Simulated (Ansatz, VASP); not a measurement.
# Hf7S in VASP and in Ansatz

Contents of INCAR:

```
ALGO     = Normal         # electronic algorithm
EDIFF    = 1E-7           # SCF threshold, eV
EDIFFG   = -0.01          # ionic threshold
ENCUT    = 600            # plane-wave cutoff, eV
GGA      = PE             # functional
IBRION   = 2              # ionic algorithm
ISIF     = 3              # what is computed and relaxed
ISMEAR   = 0              # smearing method
LASPH    = T              # aspherical terms in the spheres
LCHARG   = F              # write CHGCAR
LREAL    = F              # projectors in reciprocal space
LWAVE    = F              # write WAVECAR
NELM     = 60             # most SCF steps
NSW      = 100            # ionic steps
PREC     = Accurate       # precision mode
SIGMA    = 0.1            # smearing width, eV
```

Contents of KPOINTS:

```
k-points
0
Gamma
  12 12 2
```

Contents of POSCAR:

```
Hf7S
1.0
    3.2573467545      0.0000000000      0.0000000000
   -1.6286733773      2.8209450384      0.0000000000
    0.0000000000      0.0000000000     18.8199274098
Hf S
7 1
Direct
    0.0000000000      0.0000000000      0.5000000000
    0.3333333333      0.6666666667      0.3645955369
    0.6666666667      0.3333333333      0.6354044631
    0.3333333333      0.6666666667      0.7726503445
    0.6666666667      0.3333333333      0.9024976465
    0.3333333333      0.6666666667      0.0975023535
    0.6666666667      0.3333333333      0.2273496555
    0.0000000000      0.0000000000      0.0000000000
```

Input for Ansatz:

```yaml
crystal:
  lattice:
    - [3.2573467545, 0.0, 0.0]
    - [-1.6286733773, 2.8209450384, 0.0]
    - [0.0, 0.0, 18.8199274098]
  atoms:
    - { symbol: Hf, position: [0.0, 0.0, 0.5] }
    - { symbol: Hf, position: [0.3333333333, 0.6666666667, 0.3645955369] }
    - { symbol: Hf, position: [0.6666666667, 0.3333333333, 0.6354044631] }
    - { symbol: Hf, position: [0.3333333333, 0.6666666667, 0.7726503445] }
    - { symbol: Hf, position: [0.6666666667, 0.3333333333, 0.9024976465] }
    - { symbol: Hf, position: [0.3333333333, 0.6666666667, 0.0975023535] }
    - { symbol: Hf, position: [0.6666666667, 0.3333333333, 0.2273496555] }
    - { symbol: S, position: [0.0, 0.0, 0.0] }
basis:
  ecutwfc: 420
kpoints:
  mp_grid: { grid: [12, 12, 2] }
hamiltonian:
  xc: pbe
scf:
  occupations: { method: gaussian, width: 0.1 }
output:
  forces: true
  stress: true
  eigenvalues: true
relax:
  adjacent_minimum: "off"
  f_tol: 0.01
  max_steps: 80
  cell: { stress_tol: 0.05 }
```

Alike in both runs: task relaxation of cell and atoms; functional PBE; k mesh 12 × 12 × 2; occupations gaussian, width 0.1 eV; no spin polarisation.

```csv
,VASP,Ansatz
version,VASP 6.6.1,Ansatz 0.2.0
potentials or method,"VASP PAW PBE potentials, release 64 (Hf_pv, S), cutoff 600 eV","scalar-relativistic, plane waves, PAW"
valence electrons in the cell,76,188
```

```csv
,VASP,Ansatz,Ansatz less VASP
"gap on the k mesh at the Fermi level, each at its own relaxed structure (eV)",none,none,-
relaxed volume (Å³/atom),21.50,21.59,+0.090
relaxed cell length with the largest relative difference (Å),18.694,18.723,+0.0294
```

A gap of «none» marks a metal or a gap that the smearing closes. VASP's potentials hold 76 valence electrons a cell and Ansatz's 188, so a difference there can come from the potentials and not from the codes.

Spin-orbit coupling is off throughout.
